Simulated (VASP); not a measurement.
# AlN (P6_3mc) in VASP: further runs

The runs below take AlN through single point, with PBEsol.

Everything below comes from runs of VASP 6.6.1. Logs are shortened: lines on timing, memory, paths and dates and some standing lists are left out, and cuts for length are marked.

## (1) The cell of the first run

Symmetry: P6_3mc, No. 186, hexagonal system. The conventional cell has a = 3.018 Å, b = 3.018 Å, c = 4.829 Å, α = 90.00°, β = 90.00°, γ = 120.00°. Al (site symmetry 3m) has 4 N at 1.83 to 1.86 Å within 2.4 Å. N (site symmetry 3m) has 4 Al at 1.83 to 1.86 Å within 2.4 Å.

## (2) Single point, PBEsol (strain -0.030 along x and y, -0.030 along z)

INCAR reads:

```
PREC = Accurate
ENCUT = 600
EDIFF = 1E-6
ISMEAR = 0
SIGMA = 0.05
LREAL = F
LASPH = T
NELM = 120
ALGO = Normal
ISIF = 2
LWAVE = F
LCHARG = T
GGA = PS
LELF = T
LVHAR = T
NBANDS = 16
GGA_COMPAT = F
```

KPOINTS reads:

```
regular mesh
0
Gamma
  12 12 6
```

POSCAR reads:

```
AlN
1.0
    3.0176720870      0.0000000000      0.0000000000
   -1.5088360435      2.6133806877      0.0000000000
    0.0000000000      0.0000000000      4.8286600000
Al N
2 2
Direct
    0.3333333333      0.6666666667      0.0000000000
    0.6666666667      0.3333333333      0.5000000000
    0.3333333333      0.6666666667      0.3850000000
    0.6666666667      0.3333333333      0.8850000000
```

Potentials or basis: VASP PAW PBE potentials, release 64 (Al, N).

Command:

```bash
cat potpaw_PBE.64/Al/POTCAR potpaw_PBE.64/N/POTCAR > POTCAR
mpirun -np 1 vasp_std > vasp.out
```

OUTCAR:

```text
PREC = Accurate
   ENCUT = 600
   EDIFF = 1E-6
   ISMEAR = 0
   LREAL = F
   LASPH = T
   NELM = 120
   ISIF = 2
   GGA = PS

 ion  position               nearest neighbor table
   1  0.333  0.667  0.000-   4 1.83   4 1.83   4 1.83   3 1.86   2 2.98   2 2.98   2 2.98   2 2.98
                             2 2.98   2 2.98
   2  0.667  0.333  0.500-   3 1.83   3 1.83   3 1.83   4 1.86   1 2.98   1 2.98   1 2.98   1 2.98
                             1 2.98   1 2.98
   3  0.333  0.667  0.385-   2 1.83   2 1.83   2 1.83   1 1.86
   4  0.667  0.333  0.885-   1 1.83   1 1.83   1 1.83   2 1.86

  LATTYP: Found a hexagonal cell.
 ALAT       =     3.0176720870
 C/A-ratio  =     1.6001274694

  Lattice vectors:

 A1 = (   3.0176720870,   0.0000000000,   0.0000000000)
 A2 = (  -1.5088360435,   2.6133806877,   0.0000000000)
 A3 = (   0.0000000000,   0.0000000000,   4.8286600000)

Analysis of symmetry for initial positions (statically):
=====================================================================
 Subroutine PRICEL returns:
 Original cell was already a primitive cell.

 Routine SETGRP: Setting up the symmetry group for a
 hexagonal supercell.

 Subroutine GETGRP returns: Found 12 space group operations
 (whereof  6 operations were pure point group operations)
 out of a pool of 24 trial point group operations.

The static configuration has the point symmetry C_3v.
 The point group associated with its full space group is C_6v.

Analysis of symmetry for dynamics (positions and initial velocities):
=====================================================================
 Subroutine PRICEL returns:
 Original cell was already a primitive cell.

 Routine SETGRP: Setting up the symmetry group for a
 hexagonal supercell.

 Subroutine GETGRP returns: Found 12 space group operations
 (whereof  6 operations were pure point group operations)
 out of a pool of 24 trial point group operations.

The dynamic configuration has the point symmetry C_3v.
 The point group associated with its full space group is C_6v.

 Subroutine INISYM returns: Found 12 space group operations
 (whereof  6 operations are pure point group operations),
 and found     1 'primitive' translations

----------------------------------------------------------------------------------------

                                     Primitive cell

  volume of cell :      38.0804

  direct lattice vectors                    reciprocal lattice vectors
     3.017672087  0.000000000  0.000000000     0.331381267  0.191323064  0.000000000
    -1.508836043  2.613380688  0.000000000     0.000000000  0.382646128  0.000000000
     0.000000000  0.000000000  4.828660000     0.000000000  0.000000000  0.207096793

  length of vectors
     3.017672087  3.017672087  4.828660000     0.382646128  0.382646128  0.207096793

  position of ions in fractional coordinates (direct lattice)
     0.333333333  0.666666667  0.000000000
     0.666666667  0.333333333  0.500000000
     0.333333333  0.666666667  0.385000000
     0.666666667  0.333333333  0.885000000

  ion indices of the primitive-cell ions
   primitive index   ion index
                 1           1
                 2           2
                 3           3
                 4           4

----------------------------------------------------------------------------------------

 KPOINTS: regular mesh

Automatic generation of k-mesh.
 Grid dimensions read from file:
 generate k-points for:   12   12    6

 Generating k-lattice:

  Cartesian coordinates                     Fractional coordinates (reciprocal lattice)
     0.027615106  0.015943589  0.000000000     0.083333333  0.000000000  0.000000000
     0.000000000  0.031887177  0.000000000     0.000000000  0.083333333  0.000000000
     0.000000000  0.000000000  0.034516132     0.000000000  0.000000000  0.166666667

  Length of vectors
     0.031887177  0.031887177  0.034516132

  Shift w.r.t. Gamma in fractional coordinates (k-lattice)
     0.000000000  0.000000000  0.000000000

 Subroutine IBZKPT returns following result:
 ===========================================

 Found     76 irreducible k-points:

 Following reciprocal coordinates:
            Coordinates               Weight
  0.000000  0.000000  0.000000      1.000000
  0.083333  0.000000  0.000000      6.000000
  0.166667  0.000000  0.000000      6.000000
  0.250000  0.000000  0.000000      6.000000
  0.333333  0.000000  0.000000      6.000000
  0.416667  0.000000  0.000000      6.000000
[... 16 lines left out ...]
  0.250000  0.000000  0.166667     12.000000
  0.333333  0.000000  0.166667     12.000000
 [... further k-points ...]
   k-points           NKPTS =     76   k-points in BZ     NKDIM =     76   number of bands    NBANDS=     16
   number of dos      NEDOS =    301   number of ions     NIONS =      4
   total plane-waves  NPLWV =  23040
   dimension x,y,z NGX =    24 NGY =   24 NGZ =   40
   dimension x,y,z NGXF=    48 NGYF=   48 NGZF=   80
   ions per type =               2   2
   NGX,Y,Z   is equivalent  to a cutoff of  13.22, 13.22, 13.77 a.u.
   NGXF,Y,Z  is equivalent  to a cutoff of  26.44, 26.44, 27.54 a.u.
 SYSTEM =  unknown system
   PREC   = accura    normal or accurate (medium, high low for compatibility)
   ISTART =      0    job   : 0-new  1-cont  2-samecut
   ICHARG =      2    charge: 1-file 2-atom 10-const
   ISPIN  =      1    spin polarized calculation?
   LNONCOLLINEAR =      F non collinear calculations
   LSORBIT =      F    spin-orbit coupling
   LASPH  =      T    aspherical Exc in radial PAW
   ENCUT  =  600.0 eV  44.10 Ry    6.64 a.u.   6.03  6.03  9.64*2*pi/ulx,y,z
   NELM   =    120;   NELMIN=  2; NELMDL= -5     # of ELM steps
   EDIFF  = 0.1E-05   stopping-criterion for ELM
   LREAL  =      F    real-space projection
   EDIFFG = 0.1E-04   stopping-criterion for IOM
   NSW    =      0    number of steps for IOM
   IBRION =     -1    ionic relax: 0-MD 1-quasi-New 2-CG
   NFREE  =      0    steps in history (QN), initial steepest desc. (CG)
   ISIF   =      2    stress and relaxation
   ISYM   =      2    0-nonsym 1-usesym 2-fastsym
   POTIM  = 0.5000    time-step for ionic-motion
   TEBEG  =    0.0;   TEEND  =   0.0 temperature during run
   PSTRESS=    0.0 pullay stress
   NELECT =      16.0000    total number of electrons
   NUPDOWN=      -1.0000    fix difference up-down
   EMIN   =  10.00;   EMAX   =-10.00  energy-range for DOS
   EFERMI =   0.00;   METHOD = LEGACY
   ISMEAR =     0;   SIGMA  =   0.05  broadening in eV -4-tet -1-fermi 0-gaus
   EFERMI_NEDOS =   21; number of points for ismear=-14 and -15
   IALGO  =     38    algorithm
   IMIX   =      4    mixing-type and parameters
     AMIX     =   0.40;   BMIX     =  1.00
     AMIX_MAG =   1.60;   BMIX_MAG =  1.00
  volume/ion in A,a.u.               =       9.52        64.24
  Fermi-wavevector in a.u.,A,eV,Ry     =   1.226162  2.317109 20.455982  1.503472
  Thomas-Fermi vector in A             =   2.361173
   LORBIT       =      0    0 simple, 1 ext, 2 COOP (PROOUT), +10 PAW based schemes
   GGA     = PS    functional components
   LHFCALC =     F    Hartree Fock is set to
   AEXX    =    0.0000 exact exchange contribution
   IVDW    =     0    specifies the selected vdW correction
   LEPSILON=     F    determine dielectric tensor
   LRPA    =     F    only Hartree local field effects (RPA)
 non-spin polarized calculation
 Gauss-broadening in eV      SIGMA  =   0.05
  energy-cutoff  :      600.00
  volume of cell :       38.08
 maximum number of plane-waves:      1296
   NGX = 13   NGY = 13   NGZ = 19

 number of electron      16.0000000 magnetization

 Free energy of the ion-electron system (eV)
  ---------------------------------------------------
  ext. energy  EPLUGINS =         0.00000000
  ---------------------------------------------------
  free energy    TOTEN  =       -31.06230685 eV

  energy without entropy =      -31.06230685  energy(sigma->0) =      -31.06230685

 E-fermi :   7.2676     XC(G=0): -11.5177

 val. band max:        7.0431455504   @ k =   0.0000   0.0000   0.0000
 cond. band min:      11.9374946205   @ k =   0.3333   0.3333   0.0000
 fundamental gap:      4.8943490700
 Fermi energy:         7.2676484507

 k-point     1 :       0.0000    0.0000    0.0000
  band No.  band energies     occupation
      1      -8.7603      2.00000
      2      -6.2719      2.00000
      3       0.5113      2.00000
      4       6.0499      2.00000
      5       6.0499      2.00000
      6       6.7254      2.00000
[... 8 lines left out ...]
     15      20.9092      0.00000
     16      20.9092      0.00000

 k-point     2 :       0.0833    0.0000    0.0000
  band No.  band energies     occupation
      1      -8.6608      2.00000
      2      -6.2141      2.00000
      3       0.6252      2.00000
      4       5.6142      2.00000
      5       5.9216      2.00000
      6       6.3210      2.00000
[... 8 lines left out ...]
     15      20.9504      0.00000
     16      20.9651      0.00000

 k-point     3 :       0.1667    0.0000    0.0000
  band No.  band energies     occupation
      1      -8.3699      2.00000
      2      -6.0552      2.00000
      3       0.9615      2.00000
      4       4.5460      2.00000
      5       5.4276      2.00000
      6       5.6246      2.00000
[... 8 lines left out ...]
     15      20.1900      0.00000
     16      20.2902      0.00000

 k-point     4 :       0.2500    0.0000    0.0000
  band No.  band energies     occupation
      1      -7.9138      2.00000
      2      -5.8436      2.00000
      3       1.5008      2.00000
      4       3.2872      2.00000
      5       4.4124      2.00000
      6       5.2873      2.00000
[... 8 lines left out ...]
     15      19.9889      0.00000
     16      20.9346      0.00000
[... 324 lines left out ...]
 k-point    22 :       0.1667    0.0000    0.1667
  band No.  band energies     occupation
      1      -8.2555      2.00000
      2      -6.2799      2.00000
      3       1.3129      2.00000
      4       4.6247      2.00000
      5       5.1891      2.00000
      6       5.6855      2.00000
[... 8 lines left out ...]
     15      20.2572      0.00000
     16      20.5492      0.00000

 k-point    23 :       0.2500    0.0000    0.1667
  band No.  band energies     occupation
      1      -7.8067      2.00000
      2      -6.0317      2.00000
      3       1.6853      2.00000
      4       3.4715      2.00000
      5       4.2101      2.00000
      6       5.3583      2.00000
[... 8 lines left out ...]
     15      20.2000      0.00000
     16      21.0262      0.00000

 k-point    24 :       0.3333    0.0000    0.1667
  band No.  band energies     occupation
      1      -7.2527      2.00000
      2      -5.8027      2.00000
      3       1.7114      2.00000
      4       2.7936      2.00000
      5       3.4247      2.00000
      6       5.0739      2.00000
[... 8 lines left out ...]
     15      20.3283      0.00000
     16      22.1112      0.00000

 [... further k-points ...]

------------------------ aborting loop because EDIFF is reached ----------------------------------------

  FORCE on cell =-STRESS in cart. coord.  units (eV):
  Direction    XX          YY          ZZ          XY          YZ          ZX
  --------------------------------------------------------------------------------------
  -------------------------------------------------------------------------------------
  Total        5.7891959      5.7891959      4.6367426      0.0000000      0.0000000      0.0000000
  in kB      243.5720636    243.5720636    195.0842560      0.0000000      0.0000000      0.0000000
  external PRESSURE =     227.4094611 kB  Pullay stress =       0.0000000 kB

 VOLUME and BASIS-vectors are now :
 -----------------------------------------------------------------------------
  energy-cutoff  :      600.00
  volume of cell :       38.08
      direct lattice vectors                 reciprocal lattice vectors
     3.017672087  0.000000000  0.000000000     0.331381267  0.191323064  0.000000000
    -1.508836043  2.613380688  0.000000000     0.000000000  0.382646128  0.000000000
     0.000000000  0.000000000  4.828660000     0.000000000  0.000000000  0.207096793

 POSITION                                       TOTAL-FORCE (eV/Angst)
 -----------------------------------------------------------------------------------
     -0.00000      1.74225      0.00000        -0.000000     -0.000000      0.183201
      1.50884      0.87113      2.41433         0.000000      0.000000      0.183201
     -0.00000      1.74225      1.85903        -0.000000     -0.000000     -0.183201
      1.50884      0.87113      4.27336         0.000000     -0.000000     -0.183201
 -----------------------------------------------------------------------------------
    total drift:                               -0.000000      0.000000      0.000472

  FREE ENERGIE OF THE ION-ELECTRON SYSTEM (eV)
  ---------------------------------------------------
  free  energy   TOTEN  =       -31.0623068498 eV

  energy  without entropy=      -31.0623068498  energy(sigma->0) =      -31.06230685
```

Wall time 35 s (1 thread of Intel Xeon Platinum 8488C (Sapphire Rapids), shared host); peak memory 0.18 GiB.

What came out:

```
Free energy            : -31.0623 eV
Pressure               : 22.7 GPa
Largest force          : 0.183 eV/Å
Band gap on the k mesh : 4.89 eV (least direct gap 4.91 eV)
```

Forces on the atoms (eV/Å):
```
Al   0.000  0.000  0.183
Al   0.000  0.000  0.183
N    0.000  0.000 -0.183
N    0.000  0.000 -0.183
```

Caveat: the cell differs from its parent crystal (strain -0.030 along x and y, -0.030 along z); the cell stands under pressure; the PAW data sets were made with another functional, which shifts forces and pressure a little. A k mesh can miss the band edges.

## (3) Single point, PBEsol (strain -0.030 along x and y, +0.015 along z)

INCAR reads:

```
SYSTEM = AlN
ALGO = Normal
EDIFF = 1E-6
ENCUT = 600
GGA = PS
GGA_COMPAT = .False.
ISIF = 2
ISMEAR = 0
LASPH = .True.
LCHARG = .True.
LELF = .True.
LREAL = .False.
LVHAR = .True.
LWAVE = .False.
NBANDS = 16
NELM = 120
PREC = Accurate
SIGMA = 0.05
```

KPOINTS reads:

```
k-points
0
Gamma
  12 12 6
  0 0 0
```

POSCAR, as its differences from that of step 2:

```diff
@@ -4,3 +4,3 @@
    -1.5088360435      2.6133806877      0.0000000000
-    0.0000000000      0.0000000000      4.8286600000
+    0.0000000000      0.0000000000      5.0526700000
 Al N
```

Potentials or basis: VASP PAW PBE potentials, release 64 (Al, N).

Command:

```bash
cat potpaw_PBE.64/Al/POTCAR potpaw_PBE.64/N/POTCAR > POTCAR
mpirun -np 1 vasp_std > vasp.out
```

Wall time 31 s (1 thread of Intel Xeon Platinum 8488C (Sapphire Rapids), shared host); peak memory 0.18 GiB.

Results (log left out):

| Item | Value |
| --- | --- |
| Free energy | -31.1476 eV |
| Pressure | 12.1 GPa |
| Largest force | 0.735 eV/Å |
| Band gap on the k mesh | 4.59 eV |

Forces in eV/Å, atoms in the order of the input:
```
Al   0.000  0.000  0.735
Al   0.000  0.000  0.735
N    0.000  0.000 -0.735
N    0.000  0.000 -0.735
```

Stress tensor (GPa, compression positive):
```
19.78  0.00  0.00
 0.00 19.78  0.00
 0.00  0.00 -3.25
```

Levels at points of the mesh, in eV from the valence-band top:
| k point | band 4 | band 5 | band 6 | band 7 | band 8 | band 9 | band 10 | band 11 | band 12 | band 13 |
| --- | --- | --- | --- | --- | --- | --- | --- | --- | --- | --- |
| (0.00, 0.00, 0.00) | -0.61 | -0.61 | -0.07 | -0.07 | 0.00 | 4.59 | 7.58 | 10.83 | 11.95 | 11.95 |
| (0.50, 0.00, 0.00) | -4.36 | -3.32 | -1.88 | -1.72 | -0.63 | 5.65 | 6.22 | 8.60 | 10.49 | 11.40 |
| (0.00, 0.00, 0.50) | -3.50 | -0.34 | -0.34 | -0.34 | -0.34 | 7.12 | 7.12 | 10.56 | 10.56 | 12.27 |
| (0.50, 0.00, 0.50) | -5.70 | -1.39 | -1.39 | -1.32 | -1.32 | 5.32 | 5.32 | 9.47 | 9.47 | 12.22 |

Caveat: the cell differs from its parent crystal (strain -0.030 along x and y, +0.015 along z); the cell stands under pressure; the PAW data sets were made with another functional, which shifts forces and pressure a little. A k mesh can miss the band edges.

## (4) Single point, PBEsol (strain -0.015 along x and y, -0.015 along z)

INCAR reads:

```
SYSTEM = AlN
PREC = Accurate
ENCUT = 600
EDIFF = 1E-6
ISMEAR = 0
SIGMA = 0.05
LREAL = .FALSE.
LASPH = .TRUE.
NELM = 120
ALGO = Normal
ISIF = 2
LWAVE = .FALSE.
LCHARG = .FALSE.
GGA = PS
NBANDS = 16
GGA_COMPAT = .FALSE.
```

KPOINTS reads:

```
regular mesh
0
G
  12 12 6
  0 0 0
```

POSCAR reads:

```
AlN
1.0
    3.0643371193      0.0000000000      0.0000000000
   -1.5321685597      2.6537937911      0.0000000000
    0.0000000000      0.0000000000      4.9033300000
Al N
2 2
Direct
    0.3333333333      0.6666666667      0.0000000000
    0.6666666667      0.3333333333      0.5000000000
    0.3333333333      0.6666666667      0.3850000000
    0.6666666667      0.3333333333      0.8850000000
```

Command:

```bash
cat potpaw_PBE.64/Al/POTCAR potpaw_PBE.64/N/POTCAR > POTCAR
mpirun -np 1 vasp_std > vasp.out
```

Wall time 37 s (1 thread of Intel Xeon Platinum 8488C (Sapphire Rapids), shared host); peak memory 0.18 GiB.

The run converged. Its results:

```
Free energy            : -31.2490 eV
Pressure               : 10.5 GPa
Largest force          : 0.181 eV/Å
Band gap on the k mesh : 4.49 eV
```

Forces in eV/Å, atoms in the order of the input:
```
Al   0.000  0.000  0.181
Al   0.000  0.000  0.181
N    0.000  0.000 -0.181
N    0.000  0.000 -0.181
```

Stress tensor (GPa, compression positive):
```
11.62  0.00  0.00
 0.00 11.62  0.00
 0.00  0.00  8.33
```

Levels at points of the mesh, in eV from the valence-band top:
```tsv
k point	band 5	band 6	band 7	band 8	band 9	band 10	band 11	band 12
(0.00, 0.00, 0.00)	-0.97	-0.31	-0.31	0.00	4.49	6.93	10.87	11.31
(0.50, 0.00, 0.00)	-3.52	-2.24	-1.90	-0.78	5.75	5.79	8.43	10.44
(0.00, 0.00, 0.50)	-0.65	-0.65	-0.65	-0.65	6.76	6.76	10.55	10.55
(0.50, 0.00, 0.50)	-1.59	-1.59	-1.45	-1.45	5.30	5.30	9.34	9.34
```

Caveat: the cell differs from its parent crystal (strain -0.015 along x and y, -0.015 along z); the cell stands under pressure; the PAW data sets were made with another functional, which shifts forces and pressure a little. A k mesh can miss the band edges.

## (5) Overview

```csv
cell,gap on the mesh (eV),pressure (GPa),largest force (eV/Å)
"a = 3.018, b = 3.018, c = 4.829 Å, angles 90.0, 90.0, 120.0°, 4 atoms",4.89,22.7,0.18
"a = 3.018, b = 3.018, c = 5.053 Å, angles 90.0, 90.0, 120.0°, 4 atoms",4.59,12.1,0.74
"a = 3.064, b = 3.064, c = 4.903 Å, angles 90.0, 90.0, 120.0°, 4 atoms",4.49,10.5,0.18
```

Alike in all rows: task single point; level PBEsol; potentials or basis VASP PAW PBE potentials, release 64 (Al, N); no spin polarisation; k mesh 12 × 12 × 6; cutoff (eV) 600; smearing gaussian 0.05 eV.

Caveats: the cell stands under pressure; the PAW data sets were made with another functional, which shifts forces and pressure a little.

Total energies depend on the potentials used, so only differences within one code and one set of settings carry meaning.
